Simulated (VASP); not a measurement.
## Be3Pd: relaxation of volume and atoms at fixed shape with LDA

The system is Be3Pd.

```
Be Pd
1.0
    -1.66031    1.66031    3.60172
     1.66031   -1.66031    3.60172
     1.66031    1.66031   -3.60172
Be Pd
3 1
Direct
  0.75000 0.25000 0.50000
  0.25000 0.75000 0.50000
  0.50000 0.50000 0.00000
  0.00000 0.00000 0.00000
```

* Program: VASP 6.6.1
* Task: relaxation of volume and atoms at fixed shape
* Functional: LDA
* Potentials or basis: VASP PAW LDA potentials, release 64 (Be, Pd)
* Cutoff: 600 eV
* k mesh: 11 × 11 × 11
* Occupations: fermi-dirac, width 0.05 eV
* Spin: no spin polarisation
* Dipole correction: no
* Further INCAR settings: ALGO = Normal; EDIFF = 1e-06; IBRION = 2; EDIFFG = -0.01; NSW = 80; ISIF = 8

```yaml
Relaxed_volume: 9.46 Å³/atom
Relaxed_cell: a = 4.230 Å, b = 4.230 Å, c = 4.230 Å, α = 134.57°, β = 134.57°, γ = 66.20°
Space_group_after_relaxing_to_0.05_Å: I4/mmm (No. 139)
Energy_gained_by_relaxing: 11.6 meV/atom
Ionic_steps: 3
Pressure_after_relaxing: 0.0 GPa
Band_gap_on_the_k_mesh: zero (band 8 reaches 11.77 eV, above the bottom of band 9 at 6.88 eV)
```

Stress tensor (GPa, compression positive):
```
 0.13  0.00  0.00
 0.00  0.13  0.00
 0.00  0.00 -0.25
```

The path:
```tsv
step	energy change (eV)	largest force (eV/Å)	pressure (GPa)	volume (Å³)
1	0.0000	0.0000	-7.52	39.71
2	-0.0387	0.0000	3.47	37.10
3	-0.0464	0.0000	0.00	37.82
```

Final structure:
```
CELL_PARAMETERS angstrom
-1.63348 1.63348 3.54353
1.63348 -1.63348 3.54353
1.63348 1.63348 -3.54353
ATOMIC_POSITIONS crystal
Be 0.75000 0.25000 0.50000
Be 0.25000 0.75000 0.50000
Be 0.50000 0.50000 0.00000
Pd 0.00000 0.00000 0.00000
```

Levels at points of the mesh, in eV from the Fermi level:
| k point | band 5 | band 6 | band 7 | band 8 | band 9 | band 10 | band 11 | band 12 |
| --- | --- | --- | --- | --- | --- | --- | --- | --- |
| (0.00, 0.00, 0.00) | -4.63 | -3.60 | -1.91 | 3.38 | 3.38 | 4.10 | 4.10 | 5.94 |

Run time: 75 s on 1 thread of Intel(R) Xeon(R) 6975P-C (Granite Rapids) (shared host), peak memory 0.22 GiB.
